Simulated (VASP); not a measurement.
Write the native input for VASP 6.6.1 that does the following.

* Task: single point
* Functional: PBE
* Potentials or basis: VASP PAW PBE potentials, release 64 (Be)
* Cutoff: 520 eV
* k mesh: 24 × 24 × 24
* Occupations: gaussian, width 0.1 eV
* Spin: no spin polarisation
* Dipole correction: no
* Further INCAR settings: ALGO = Normal; EDIFF = 1e-07; NBANDS = 7

The structure of Be lies in POSCAR:

```
Be
1.0
   -1.2625951901      1.2625951901      1.2625951901
    1.2625951901     -1.2625951901      1.2625951901
    1.2625951901      1.2625951901     -1.2625951901
Be
1
Direct
    0.0000000000      0.0000000000      0.0000000000
```

This cell differs from its parent crystal: volume scaled by 1.03.

These files were run (other wordings do the same):

INCAR

```
PREC = Accurate
ENCUT = 520
EDIFF = 1E-7
ISMEAR = 0
SIGMA = 0.1
LREAL = False
LASPH = True
NELM = 100
ALGO = Normal
ISIF = 2
LWAVE = False
LCHARG = False
GGA = PE
NBANDS = 7
```

KPOINTS

```
Automatic mesh
0
Gamma
  24 24 24
```

Potentials or basis: VASP PAW PBE potentials, release 64 (Be).

Launch:

```sh
$ cat potpaw_PBE.64/Be/POTCAR > POTCAR
$ mpirun -np 1 vasp_std > vasp.out
```

It gave:

The pressure is -3.3 GPa and the band gap on the k mesh is zero (band 1 reaches 11.62 eV, above the bottom of band 2 at 6.40 eV).

Run time: 5.7 s on 1 thread of Intel(R) Xeon(R) 6975P-C (Granite Rapids), with other jobs on the host, peak memory 0.12 GiB.
